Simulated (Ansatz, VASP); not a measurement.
Two plane-wave programs on BeS

File INCAR:

```
SYSTEM = BeS
  ALGO = Normal
  EDIFF = 1E-6
  ENCUT = 600
  GGA = PS
  GGA_COMPAT = .False.
  ISIF = 2
  ISMEAR = 0
  LASPH = .True.
  LCHARG = .False.
  LREAL = .False.
  LWAVE = .False.
  NBANDS = 11
  NELM = 120
  PREC = Accurate
  SIGMA = 0.05
```

The input KPOINTS:

```
k-points
0
Gamma
  8 8 8
  0 0 0
```

The input POSCAR:

```
BeS
1.0
    0.0000000000      2.4027949138      2.4027949138
    2.4027949138      0.0000000000      2.4027949138
    2.4027949138      2.4027949138      0.0000000000
Be S
1 1
Direct
    0.0000000000      0.0000000000      0.0000000000
    0.7500000000      0.7500000000      0.7500000000
```

Input for Ansatz:

```yaml
crystal:
  lattice:
    - [0.0, 2.4027949138, 2.4027949138]
    - [2.4027949138, 0.0, 2.4027949138]
    - [2.4027949138, 2.4027949138, 0.0]
  atoms:
    - { symbol: Be, position: [0.0, 0.0, 0.0] }
    - { symbol: S, position: [0.75, 0.75, 0.75] }
basis:
  ecutwfc: 420
  ecutrho_ratio: 4
kpoints:
  mp_grid: { grid: [8, 8, 8] }
hamiltonian:
  xc: pbesol
scf:
  occupations: { method: gaussian, width: 0.05 }
output:
  forces: true
  stress: true
  eigenvalues: true
```

Alike in both runs: task single point; functional PBEsol; k mesh 8 × 8 × 8; occupations gaussian, width 0.05 eV; no spin polarisation.

|  | VASP | Ansatz |
| --- | --- | --- |
| version | VASP 6.6.1 | Ansatz 0.2.0 |
| potentials or method | VASP PAW PBE potentials, release 64 (Be, S), cutoff 600 eV | scalar-relativistic, plane waves, PAW |
| valence electrons in the cell | 8 | 8 |

```csv
,VASP,Ansatz,Ansatz less VASP
gap on the k mesh at the Fermi level (eV),2.86,2.86,-0.003
least direct gap on the mesh (eV),5.60,5.57,-0.028
pressure (GPa),2.2,2.0,-0.19
```

VASP's potentials were made for PBE, not for PBEsol.
